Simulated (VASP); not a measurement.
Set up this calculation in VASP 6.6.1, as the native input.

```
Task                   : single point
Functional             : PBE
Potentials or basis    : VASP PAW PBE potentials, release 64 (Ti_sv)
Cutoff                 : 520 eV
k mesh                 : 28 × 28 × 28
Occupations            : gaussian, width 0.15 eV
Spin                   : no spin polarisation
Dipole correction      : no
Further INCAR settings : ALGO = Fast; EDIFF = 1e-06; NBANDS = 12
```

The structure of Ti lies in POSCAR:

```
Ti
1.0
   -1.6014940950      1.6014940950      1.6815687997
    1.6014940950     -1.6014940950      1.6815687997
    1.6014940950      1.6014940950     -1.6815687997
Ti
1
Direct
    0.0000000000      0.0000000000      0.0000000000
```

This cell differs from its parent crystal: ratio of the length along z to the lengths across it x 1.05, volume and fractional coordinates fixed.

One way to write it, as run:

INCAR

```
ALGO     = Fast           # electronic algorithm
EDIFF    = 1E-6           # SCF threshold, eV
ENCUT    = 520            # plane-wave cutoff, eV
GGA      = PE             # functional
ISIF     = 2              # what is computed and relaxed
ISMEAR   = 0              # smearing method
LASPH    = T              # aspherical terms in the spheres
LCHARG   = T              # write CHGCAR
LELF     = T              # ELF
LREAL    = F              # projectors in reciprocal space
LVHAR    = T            
LWAVE    = F              # write WAVECAR
NBANDS   = 12             # bands
NELM     = 100            # most SCF steps
PREC     = Accurate       # precision mode
SIGMA    = 0.15           # smearing width, eV
```

KPOINTS

```
k-points
0
Gamma
  28 28 28
```

Potentials or basis: VASP PAW PBE potentials, release 64 (Ti_sv).

Run with:

```console
$ cat potpaw_PBE.64/Ti_sv/POTCAR > POTCAR
$ mpirun -np 1 vasp_std > vasp.out
```

Results of the run:

* Pressure: -0.2 GPa
* Band gap on the k mesh: zero (bands 6 and 7 overlap by 1.64 eV)

Run time: 9.7 min on 1 thread of Intel Xeon 8259CL, on a shared host, peak memory 0.43 GiB.
